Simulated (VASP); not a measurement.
Here is a VASP 6.6.1 calculation.

File POSCAR:

```
AlBSb2
1.0
   -2.8323359284      2.8323359284      5.4648787047
    2.8323359284     -2.8323359284      5.4648787047
    2.8323359284      2.8323359284     -5.4648787047
B Sb Al
2 4 2
Direct
    0.0000000000      0.0000000000      0.0000000000
    0.7500000000      0.2500000000      0.5000000000
    0.3750000000      0.3244154641      0.4494154641
    0.0744154641      0.6250000000     -0.0505845359
    0.8750000000      0.9255845359      0.5505845359
    0.6755845359      0.1250000000      0.0505845359
    0.5000000000      0.5000000000      0.0000000000
    0.2500000000      0.7500000000      0.5000000000
```

Contents of INCAR.step1:

```
SYSTEM = AlBSb2
ALGO = Normal ; EDIFF = 1E-4
ENCUT = 520 ; GGA = PE
ISMEAR = 0 ; LASPH = .True.
LCHARG = .False. ; LREAL = .False.
LWAVE = .True. ; NBANDS = 26
NELM = 60 ; PREC = Accurate
SIGMA = 0.01
```

File INCAR.step2:

```
SYSTEM = AlBSb2
ALGO = Normal ; EDIFF = 1E-6
ENCUT = 520 ; ISIF = 2
ISMEAR = 0 ; ISTART = 1
LASPH = .True. ; LCHARG = .False.
LMIXTAU = .True. ; LREAL = .False.
LWAVE = .False. ; METAGGA = R2SCAN
NBANDS = 26 ; NELM = 60
PREC = Accurate ; SIGMA = 0.01
```

Contents of KPOINTS:

```
k-points
0
Gamma
  6 6 6
  0 0 0
```

Potentials or basis: VASP PAW PBE potentials, release 64 (B, Sb, Al).

Launch:

```sh
$ cat potpaw_PBE.64/B/POTCAR potpaw_PBE.64/Sb/POTCAR potpaw_PBE.64/Al/POTCAR > POTCAR
$ cp INCAR.step1 INCAR
$ mpirun -np 1 vasp_std > vasp.out
$ cp INCAR.step2 INCAR
$ mpirun -np 1 vasp_std > vasp.out
```

Question: What does it give for the band gap on the k mesh?

Answer: 0.76 eV (least direct gap 0.85 eV).

Question: Predict the pressure.

Answer: 5.7 GPa.

Stress tensor (GPa, compression positive):
```
5.75 0.00 0.00
0.00 5.75 0.00
0.00 0.00 5.47
```

Caveat: the cell stands under pressure; the PAW data sets were made with another functional, which shifts forces and pressure a little; spin-orbit coupling is left out, which moves the levels of the heavy elements. A k mesh can miss the band edges.
